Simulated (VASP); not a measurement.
Set up this calculation in VASP 6.6.1, as the native input.

```
Task                   : single point
Functional             : r2SCAN
Potentials or basis    : VASP PAW PBE potentials, release 64 (W_sv)
Cutoff                 : 520 eV
k mesh                 : 13 × 13 × 4
Occupations            : fermi-dirac, width 0.1 eV
Spin                   : no spin polarisation
Dipole correction      : no
Further INCAR settings : ALGO = Normal; EDIFF = 1e-06; NBANDS = 36
```

W:

```
W
1.0
     2.76477    0.00000    0.00000
    -1.38238    2.39436    0.00000
     0.00000    0.00000    9.83129
W
4
Direct
  0.00000 0.00000 0.00000
  0.00000 0.00000 0.50000
  0.33333 0.66667 0.25000
  0.66667 0.33333 0.75000
```

This isn't the form of W at room conditions, which is bcc.

One way to write it, as run:

POSCAR

```
W
1.0
    2.7647689089      0.0000000000      0.0000000000
   -1.3823844545      2.3943601107      0.0000000000
    0.0000000000      0.0000000000      9.8312906932
W
4
Direct
    1.0000000000      0.0000000000      1.0000000000
    0.0000000000      1.0000000000      0.5000000000
    0.3333333333      0.6666666667      0.2500000000
    0.6666666667      0.3333333333      0.7500000000
```

INCAR.step1

```
  PREC = Accurate
  ENCUT = 520
  ISMEAR = -1
  SIGMA = 0.1
  LREAL = F
  LASPH = T
  NELM = 60
  NBANDS = 36
  GGA = PE
  ALGO = Normal
  EDIFF = 1E-4
  LWAVE = T
  LCHARG = F
```

INCAR.step2

```
  PREC = Accurate
  ENCUT = 520
  EDIFF = 1E-6
  ISMEAR = -1
  SIGMA = 0.1
  LREAL = F
  LASPH = T
  NELM = 60
  ALGO = Normal
  ISIF = 2
  LWAVE = F
  LCHARG = T
  METAGGA = R2SCAN
  LMIXTAU = T
  LELF = T
  LVHAR = T
  NBANDS = 36
  ISTART = 1
```

KPOINTS

```
Automatic mesh
0
Gamma
  13 13 4
```

Potentials or basis: VASP PAW PBE potentials, release 64 (W_sv).

Command:

```sh
$ cat potpaw_PBE.64/W_sv/POTCAR > POTCAR
$ cp INCAR.step1 INCAR
$ mpirun -np 1 vasp_std > vasp.out
$ cp INCAR.step2 INCAR
$ mpirun -np 1 vasp_std > vasp.out
```

Results of the run:

```json
{
 "Pressure": "1.1 GPa",
 "Band gap on the k mesh": "zero (bands 28 and 29 overlap by 1.66 eV)"
}
```

Caveat: the PAW data sets were made with another functional, which shifts forces and pressure a little; spin-orbit coupling is left out, which moves the levels of the heavy elements.

Run time: 11 min on 1 thread of Intel Xeon 8259CL (shared host), peak memory 0.28 GiB.
